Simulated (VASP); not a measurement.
Crystal: V.

```
V
1.0
    -1.51435    1.51435    1.51435
     1.51435   -1.51435    1.51435
     1.51435    1.51435   -1.51435
V
1
Direct
  0.00000 0.00000 0.00000
```

```yaml
Program: VASP 6.6.1
Task: relaxation of cell and atoms
Functional: PBE
Potentials_or_basis: VASP PAW PBE potentials, release 64 (V_sv)
Cutoff: 500 eV
k_mesh: 11 × 11 × 11
Occupations: methfessel-paxton, width 0.1 eV
Spin: collinear spin, ferromagnetic start
Starting_moments: "[1.5] μB"
```

At the start: pressure -5.3 GPa; volume 13.89 Å³/atom.

How do energy, volume and symmetry change on relaxing?

Over 3 steps the energy falls by 7.0 meV/atom and the volume is 13.48 Å³/atom (-3.0 %); space group Im-3m (No. 229, to 0.1 Å) before and after; moment 0.00 μB per cell.

Step by step:
```
step  energy change (eV)  largest force (eV/Å)  pressure (GPa)  volume (Å³)
   1              0.0000                0.0000           -5.29        13.89
   2              0.0038                0.0000            7.33        12.99
   3             -0.0070                0.0000           -0.04        13.48
```

Final structure:
```
V
1.0
    -1.49923    1.49923    1.49923
     1.49923   -1.49923    1.49923
     1.49923    1.49923   -1.49923
V
1
Cartesian
  0.0000 0.0000 0.0000
```

Caveat: the moments typed at the start vanished in this run.
